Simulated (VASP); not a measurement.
# Ag in VASP: settings compared

Ag is run at these levels: PBEsol, HSE06; tasks: single point.

Everything below comes from runs of VASP 6.6.1. Logs are shortened: lines on timing, memory, paths and dates and some standing lists are left out, and cuts for length are marked.

**1. The cell of the first run**

It takes space group P2_1/m (No. 11, monoclinic). Conventional cell: a = 2.905 Å, b = 4.790 Å, c = 2.930 Å, α = 90.00°, β = 119.14°, γ = 90.00°. Within 3.8 Å of Ag (site symmetry m) lie 12 Ag at 2.90 to 2.96 Å.

**2. Single point, PBEsol**

File INCAR:

```
SYSTEM = Ag
ALGO = Normal ; EDIFF = 1E-6
ENCUT = 520 ; GGA = PS
ISIF = 2 ; ISMEAR = -1
LASPH = .TRUE. ; LCHARG = .TRUE.
LELF = .TRUE. ; LREAL = .FALSE.
LVHAR = .TRUE. ; LWAVE = .FALSE.
NBANDS = 18 ; NELM = 100
PREC = Accurate ; SIGMA = 0.05
```

File KPOINTS:

```
k-points
0
G
  9 9 5
  0 0 0
```

File POSCAR:

```
Ag
1.0
    2.9300000000     -0.0293000000      0.0000000000
   -1.4903745443      2.5521044331      0.0000000000
    0.0000000000      0.0000000000      4.7900000000
Ag
2
Direct
    0.6666666667      0.3333333333      0.7500000000
    0.3333333333      0.6666666667      0.2500000000
```

Potentials or basis: VASP PAW PBE potentials, release 64 (Ag).

On the command line:

```sh
> cat potpaw_PBE.64/Ag/POTCAR > POTCAR
> mpirun -np 1 vasp_std > vasp.out
```

OUTCAR:

```text
SYSTEM = Ag
   EDIFF = 1E-6
   ENCUT = 520
   GGA = PS
   ISIF = 2
   ISMEAR = -1
   LASPH = .TRUE.
   LREAL = .FALSE.
   NELM = 100
   PREC = Accurate

 ion  position               nearest neighbor table
   1  0.667  0.333  0.750-   2 2.92   2 2.92   2 2.93   2 2.93   2 2.94   2 2.94
   2  0.333  0.667  0.250-   1 2.92   1 2.92   1 2.93   1 2.93   1 2.94   1 2.94

  LATTYP: Found a simple monoclinic cell.
 ALAT       =     2.9046624004
 B/A-ratio  =     1.6490728834
 C/A-ratio  =     1.0087735139
 COS(beta)  =    -0.4869160342

  Lattice vectors:

 A1 = (   1.4396254557,   2.5228044331,   0.0000000000)
 A2 = (   0.0000000000,   0.0000000000,  -4.7900000000)
 A3 = (  -2.9300000000,   0.0293000000,   0.0000000000)

Analysis of symmetry for initial positions (statically):
=====================================================================
 Subroutine PRICEL returns:
 Original cell was already a primitive cell.

 Routine SETGRP: Setting up the symmetry group for a
 simple monoclinic supercell.

 Subroutine GETGRP returns: Found  4 space group operations
 (whereof  2 operations were pure point group operations)
 out of a pool of  4 trial point group operations.

The static configuration has the point symmetry S_2 .
 The point group associated with its full space group is C_2h.

Analysis of symmetry for dynamics (positions and initial velocities):
=====================================================================
 Subroutine PRICEL returns:
 Original cell was already a primitive cell.

 Routine SETGRP: Setting up the symmetry group for a
 simple monoclinic supercell.

 Subroutine GETGRP returns: Found  4 space group operations
 (whereof  2 operations were pure point group operations)
 out of a pool of  4 trial point group operations.

The dynamic configuration has the point symmetry S_2 .
 The point group associated with its full space group is C_2h.

 Subroutine INISYM returns: Found  4 space group operations
 (whereof  2 operations are pure point group operations),
 and found     1 'primitive' translations

----------------------------------------------------------------------------------------

                                     Primitive cell

  volume of cell :      35.6089

  direct lattice vectors                    reciprocal lattice vectors
     2.930000000 -0.029300000  0.000000000     0.343301737  0.200480891  0.000000000
    -1.490374544  2.552104433  0.000000000     0.003941352  0.394135160  0.000000000
     0.000000000  0.000000000  4.790000000     0.000000000  0.000000000  0.208768267
[... 83 lines left out ...]
   NELM   =    100;   NELMIN=  2; NELMDL= -5     # of ELM steps
   EDIFF  = 0.1E-05   stopping-criterion for ELM
   LREAL  =      F    real-space projection
   EDIFFG = 0.1E-04   stopping-criterion for IOM
   NSW    =      0    number of steps for IOM
   IBRION =     -1    ionic relax: 0-MD 1-quasi-New 2-CG
   NFREE  =      0    steps in history (QN), initial steepest desc. (CG)
   ISIF   =      2    stress and relaxation
   ISYM   =      2    0-nonsym 1-usesym 2-fastsym
   POTIM  = 0.5000    time-step for ionic-motion
   TEBEG  =    0.0;   TEEND  =   0.0 temperature during run
   PSTRESS=    0.0 pullay stress
   NELECT =      22.0000    total number of electrons
   NUPDOWN=      -1.0000    fix difference up-down
   EMIN   =  10.00;   EMAX   =-10.00  energy-range for DOS
   EFERMI =   0.00;   METHOD = LEGACY
   ISMEAR =    -1;   SIGMA  =   0.05  broadening in eV -4-tet -1-fermi 0-gaus
   EFERMI_NEDOS =   21; number of points for ismear=-14 and -15
   IALGO  =     38    algorithm
   IMIX   =      4    mixing-type and parameters
     AMIX     =   0.40;   BMIX     =  1.00
     AMIX_MAG =   1.60;   BMIX_MAG =  1.00
  volume/ion in A,a.u.               =      17.80       120.15
  Fermi-wavevector in a.u.,A,eV,Ry     =   1.394322  2.634886 26.451546  1.944134
  Thomas-Fermi vector in A             =   2.517882
   LORBIT       =      0    0 simple, 1 ext, 2 COOP (PROOUT), +10 PAW based schemes
   GGA     = PS    functional components
   LHFCALC =     F    Hartree Fock is set to
   AEXX    =    0.0000 exact exchange contribution
   IVDW    =     0    specifies the selected vdW correction
   LEPSILON=     F    determine dielectric tensor
   LRPA    =     F    only Hartree local field effects (RPA)
 non-spin polarized calculation
  energy-cutoff  :      520.00
  volume of cell :       35.61
 maximum number of plane-waves:       980
 NGX is ok and might be reduce to    24
   NGX = 11   NGY = 11   NGZ = 17

 number of electron      22.0000003 magnetization

 Free energy of the ion-electron system (eV)
  ---------------------------------------------------
  ext. energy  EPLUGINS =         0.00000000
  ---------------------------------------------------
  free energy    TOTEN  =        -6.59735488 eV

  energy without entropy =       -6.59621207  energy(sigma->0) =       -6.59678347

 E-fermi :   7.6783     XC(G=0): -12.1554

 val. band max:        7.5778932765   @ k =   0.1111   0.1111   0.2000
 cond. band min:       7.8874220661   @ k =  -0.2222   0.2222   0.2000
 fundamental gap:      0.3095287896
 Fermi energy:         7.6782746307

 k-point     1 :       0.0000    0.0000    0.0000
  band No.  band energies     occupation
      1       0.1289      2.00000
      2       1.5133      2.00000
      3       3.0139      2.00000
      4       3.0203      2.00000
      5       3.1898      2.00000
      6       3.2509      2.00000
[... 481 lines left out ...]
      5       3.2806      2.00000
      6       3.3376      2.00000
[... 10 lines left out ...]
     17      20.6467      0.00000
     18      24.1267      0.00000

 [... further k-points ...]

------------------------ aborting loop because EDIFF is reached ----------------------------------------

  FORCE on cell =-STRESS in cart. coord.  units (eV):
  Direction    XX          YY          ZZ          XY          YZ          ZX
  --------------------------------------------------------------------------------------
  -------------------------------------------------------------------------------------
  Total       -1.6368608     -1.6225065     -1.2890413      0.2206903      0.0000000      0.0000000
  in kB      -73.6485797    -73.0027232    -57.9988610      9.9296921      0.0000000      0.0000000
  external PRESSURE =     -68.2167213 kB  Pullay stress =       0.0000000 kB

 VOLUME and BASIS-vectors are now :
 -----------------------------------------------------------------------------
  energy-cutoff  :      520.00
  volume of cell :       35.61
      direct lattice vectors                 reciprocal lattice vectors
     2.930000000 -0.029300000  0.000000000     0.343301737  0.200480891  0.000000000
    -1.490374544  2.552104433  0.000000000     0.003941352  0.394135160  0.000000000
     0.000000000  0.000000000  4.790000000     0.000000000  0.000000000  0.208768267

 POSITION                                       TOTAL-FORCE (eV/Angst)
 -----------------------------------------------------------------------------------
      1.45654      0.83117      3.59250        -0.020003      0.000093      0.000000
     -0.01692      1.69164      1.19750         0.020003     -0.000093      0.000000
 -----------------------------------------------------------------------------------
    total drift:                               -0.000000      0.000000     -0.000000

  FREE ENERGIE OF THE ION-ELECTRON SYSTEM (eV)
  ---------------------------------------------------
  free  energy   TOTEN  =        -6.5973548783 eV

  energy  without entropy=       -6.5962120686  energy(sigma->0) =       -6.59678347
```

stdout:

```text
POSCAR found type information on POSCAR Ag
 POSCAR found :  1 types and       2 ions
 scaLAPACK will be used
 -----------------------------------------------------------------------------
|                                                                             |
|                                                                             |
|     You enforced a specific xc type in the INCAR file but a different       |
|     I HOPE YOU KNOW WHAT YOU ARE DOING!                                     |
|                                                                             |
 -----------------------------------------------------------------------------

 LDA part: xc-table for (Slater+PW92), standard interpolation
 POSCAR, INCAR and KPOINTS ok, starting setup
 FFT: planning ... GRIDC
 FFT: planning ... GRID_SOFT
 FFT: planning ... GRID
 WAVECAR not read
 entering main loop
```

It took 41 s on 1 thread of Intel Xeon Platinum 8259CL at 2.50GHz (Skylake/Cascade Lake), shared host; peak memory 0.19 GiB.

Results:

- Free energy: -6.5974 eV
- Pressure: -6.8 GPa
- Largest force: 0.020 eV/Å
- Band gap on the k mesh: zero (bands 11 and 12 overlap by 6.87 eV)

Forces on the atoms (eV/Å):
```
Ag  -0.020  0.000  0.000
Ag   0.020  0.000  0.000
```

Stress tensor (GPa, compression positive):
```
-7.36  0.99  0.00
 0.99 -7.30  0.00
 0.00  0.00 -5.80
```

Caveat: the cell stands under tension; the PAW data sets were made with another functional, which shifts forces and pressure a little.

**3. Single point, HSE06**

This run uses another cell than the first one, of 18.52 Å³/atom.

File POSCAR:

```
Ag
1.0
    2.9685570532      0.0000000000      0.0000000000
   -1.4842785266      2.5708458207      0.0000000000
    0.0000000000      0.0000000000      4.8530335443
Ag
2
Direct
    0.6666666667      0.3333333333      0.7500000000
    0.3333333333      0.6666666667      0.2500000000
```

File INCAR.step1:

```
PREC = Accurate
ENCUT = 520
EDIFF = 1E-5
ISMEAR = -1
SIGMA = 0.05
LREAL = False
LASPH = True
NELM = 80
ALGO = Normal
ISIF = 2
LWAVE = True
LCHARG = False
NBANDS = 18
GGA = PE
```

File INCAR.step2:

```
PREC = Accurate
ENCUT = 520
EDIFF = 1E-6
ISMEAR = -1
SIGMA = 0.05
LREAL = False
LASPH = True
NELM = 80
ALGO = Normal
ISIF = 2
LWAVE = False
LCHARG = False
GGA = PE
LHFCALC = True
HFSCREEN = 0.2079
PRECFOCK = Normal
NBANDS = 18
ISTART = 1
```

File KPOINTS:

```
regular mesh
0
Gamma
  6 6 4
```

Potentials or basis: VASP PAW PBE potentials, release 64 (Ag).

On the command line:

```sh
> cat potpaw_PBE.64/Ag/POTCAR > POTCAR
> cp INCAR.step1 INCAR
> mpirun -np 1 vasp_std > vasp.out
> cp INCAR.step2 INCAR
> mpirun -np 1 vasp_std > vasp.out
```

Wall time 88 min (1 thread of AMD EPYC 7R13, shared host); peak memory 0.28 GiB.

The run converged. Its results:

```yaml
Free_energy: -5.6464 eV
Pressure: -2.5 GPa
Band_gap_on_the_k_mesh: zero (bands 11 and 12 overlap by 8.89 eV)
```

Stress tensor (GPa, compression positive):
```
-1.35  0.00  0.00
 0.00 -1.35  0.00
 0.00  0.00 -4.87
```

Levels at points of the mesh, in eV from the Fermi level:
```tsv
k point	band 7	band 8	band 9	band 10	band 11	band 12	band 13	band 14	band 15	band 16
(0.00, 0.00, 0.00)	-5.34	-5.02	-5.02	-4.05	-4.05	0.04	3.87	16.48	18.40	18.67
(0.50, 0.00, 0.00)	-4.53	-3.93	-3.89	-3.79	0.30	1.76	7.54	7.70	9.94	10.80
(0.00, 0.00, 0.50)	-4.92	-4.92	-4.36	-4.36	-4.36	-4.36	11.64	11.64	16.86	16.86
(0.50, 0.00, 0.50)	-4.04	-4.04	-3.84	-3.84	1.24	1.24	4.94	4.94	14.21	14.21
```

Caveat: the k points lie up to 0.41 Å⁻¹ apart, too coarse for converged energies and pressures of a metal; the PAW data sets were made with another functional, which shifts forces and pressure a little.

The gap in the log of VASP goes by the Fermi energy; the results here count the filled bands.